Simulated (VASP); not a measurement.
NbSi23C24 (a cell with a defect): electric field gradients with PBE

System: NbSi23C24 (a cell with a defect).

```
Nb Si C
1.0
     6.19000    0.00000    0.00000
    -3.09500    5.36070    0.00000
     0.00000    0.00000   15.17000
Nb Si C
1 23 24
Direct
  0.00000 0.00000 0.12500
  0.00000 0.50000 0.12500
  0.50000 0.00000 0.12500
  0.50000 0.50000 0.12500
  0.00000 0.00000 0.62500
  0.00000 0.50000 0.62500
  0.50000 0.00000 0.62500
  0.50000 0.50000 0.62500
  0.16667 0.33333 0.29170
  0.16667 0.83333 0.29170
  0.66667 0.33333 0.29170
  0.66667 0.83333 0.29170
  0.33333 0.16667 0.79170
  0.33333 0.66667 0.79170
  0.83333 0.16667 0.79170
  0.83333 0.66667 0.79170
  0.16667 0.33333 0.95830
  0.16667 0.83333 0.95830
  0.66667 0.33333 0.95830
  0.66667 0.83333 0.95830
  0.33333 0.16667 0.45830
  0.33333 0.66667 0.45830
  0.83333 0.16667 0.45830
  0.83333 0.66667 0.45830
  0.00000 0.00000 0.00000
  0.00000 0.50000 0.00000
  0.50000 0.00000 0.00000
  0.50000 0.50000 0.00000
  0.00000 0.00000 0.50000
  0.00000 0.50000 0.50000
  0.50000 0.00000 0.50000
  0.50000 0.50000 0.50000
  0.16667 0.33333 0.16670
  0.16667 0.83333 0.16670
  0.66667 0.33333 0.16670
  0.66667 0.83333 0.16670
  0.33333 0.16667 0.66670
  0.33333 0.66667 0.66670
  0.83333 0.16667 0.66670
  0.83333 0.66667 0.66670
  0.16667 0.33333 0.83330
  0.16667 0.83333 0.83330
  0.66667 0.33333 0.83330
  0.66667 0.83333 0.83330
  0.33333 0.16667 0.33330
  0.33333 0.66667 0.33330
  0.83333 0.16667 0.33330
  0.83333 0.66667 0.33330
```

```json
{
 "Program": "VASP 6.6.1",
 "Task": "electric field gradients",
 "Functional": "PBE",
 "Potentials or basis": "VASP PAW PBE potentials, release 64 (Nb_sv, Si, C)",
 "Cutoff": "520 eV",
 "k mesh": "4 × 4 × 2",
 "Occupations": "fermi-dirac, width 0.01 eV",
 "Spin": "no spin polarisation",
 "Dipole correction": "no",
 "Charge": "1",
 "Further INCAR settings": "ALGO = Normal; EDIFF = 1e-08; NBANDS = 130; NELECT = 200.0"
}
```

The largest force is 4.296 eV/Å. The largest electric field gradient by atom is Nb -7.3; Si +14.7, -0.3, +0.4, +18.7, +6.9, -2.2, -2.7, +15.7, -5.9, +8.2, +10.6 (each value once); C -17.7, +3.3, +1.7, +1.9, -13.9, -4.2, +1.8, +2.9, +3.7, +2.2, +1.4, -0.1 (each value once) V/Å².

Forces in eV/Å, atoms in the order of the input:
```
Nb   0.000  0.000 -0.396
Si  -0.340 -0.196 -0.424
Si   0.000  0.392 -0.424
Si   0.340 -0.196 -0.424
Si   0.000  0.000  0.120
Si  -0.031 -0.018  0.142
Si   0.000  0.036  0.142
Si   0.031 -0.018  0.142
Si   0.000 -0.064  1.017
Si  -0.056  0.032  1.017
Si   0.000  0.000  0.476
Si   0.056  0.032  1.017
Si   0.046  0.026 -0.233
Si   0.000  0.000 -0.121
Si  -0.046  0.026 -0.233
Si   0.000 -0.053 -0.233
Si   0.000  0.721 -0.672
Si   0.624 -0.360 -0.672
Si   0.000  0.000 -0.432
Si  -0.624 -0.360 -0.672
Si  -0.030 -0.017  0.487
Si   0.000  0.000  0.593
Si   0.030 -0.017  0.487
Si   0.000  0.034  0.487
C    0.000  0.000 -3.467
C    0.053  0.031  0.243
C    0.000 -0.061  0.243
C   -0.053  0.031  0.243
C    0.000  0.000 -0.388
C    0.012  0.007 -0.428
C    0.000 -0.014 -0.428
C   -0.012  0.007 -0.428
C    0.000  4.108  1.257
C    3.557 -2.054  1.257
C    0.000  0.000  0.014
C   -3.557 -2.054  1.257
C   -0.001 -0.001  0.072
C    0.000  0.000  0.102
C    0.001 -0.001  0.072
C    0.000  0.001  0.072
C    0.000 -0.110  0.332
C   -0.095  0.055  0.332
C    0.000  0.000  0.316
C    0.095  0.055  0.332
C   -0.007 -0.004 -0.522
C    0.000  0.000 -0.634
C    0.007 -0.004 -0.522
C    0.000  0.008 -0.522
```

Levels at points of the mesh, in eV from the Fermi level:
```
           k point  band 98  band 99  band 100  band 101  band 102  band 103
(0.00, 0.00, 0.00)    -0.73    -0.29     -0.29      0.97      0.97      1.02
(0.50, 0.00, 0.00)    -1.14    -0.93     -0.88      1.21      1.82      1.99
(0.00, 0.00, 0.50)    -0.74    -0.29     -0.29      0.95      0.95      1.11
(0.50, 0.00, 0.50)    -1.23    -0.94     -0.91      1.24      1.83      2.00
```

Electric field gradients, principal values (V/Å²):
```csv
atom,least,middle,greatest (by size)
1 Nb,3.671,3.672,-7.344
2 Si,-1.703,-12.966,14.669
3 Si,-1.703,-12.966,14.669
4 Si,-1.703,-12.966,14.668
5 Si,0.142,0.143,-0.285
6 Si,-0.114,-0.250,0.364
7 Si,-0.114,-0.250,0.364
8 Si,-0.114,-0.250,0.364
9 Si,-9.332,-9.387,18.719
10 Si,-9.332,-9.387,18.719
11 Si,-3.439,-3.439,6.877
12 Si,-9.332,-9.387,18.719
13 Si,0.865,1.316,-2.181
14 Si,1.342,1.342,-2.684
15 Si,0.865,1.316,-2.181
16 Si,0.865,1.316,-2.181
17 Si,-3.927,-11.746,15.673
18 Si,-3.927,-11.746,15.673
19 Si,2.954,2.955,-5.909
20 Si,-3.927,-11.746,15.673
21 Si,-3.960,-4.212,8.173
22 Si,-5.288,-5.288,10.575
23 Si,-3.961,-4.212,8.173
24 Si,-3.960,-4.212,8.173
25 C,8.837,8.838,-17.675
26 C,-0.013,-3.291,3.303
27 C,-0.013,-3.291,3.303
28 C,-0.013,-3.290,3.303
29 C,-0.839,-0.840,1.679
30 C,-0.742,-1.108,1.850
31 C,-0.742,-1.108,1.850
32 C,-0.742,-1.109,1.850
33 C,5.385,8.468,-13.853
34 C,5.385,8.467,-13.853
35 C,2.088,2.088,-4.176
36 C,5.385,8.468,-13.853
37 C,-0.824,-0.980,1.805
38 C,-1.463,-1.463,2.926
39 C,-0.825,-0.980,1.805
40 C,-0.824,-0.980,1.805
41 C,-1.558,-2.123,3.681
42 C,-1.558,-2.123,3.681
43 C,-1.080,-1.081,2.161
44 C,-1.558,-2.123,3.681
45 C,-0.101,-1.319,1.420
46 C,0.032,0.033,-0.065
47 C,-0.101,-1.319,1.420
48 C,-0.101,-1.319,1.420
```

Wall time 19 min on 1 thread of Intel(R) Xeon(R) Platinum 8488C (Sapphire Rapids) (shared host), peak memory 0.78 GiB.

Caveat: the cell carries a net charge on a neutralising background, which shifts energy and pressure; the cell is charged against a uniform background, so pressure and absolute levels hang on convention; without QUAD_EFG the Cq values of the log hold for a quadrupole moment of 1 mb, not for the nuclei.
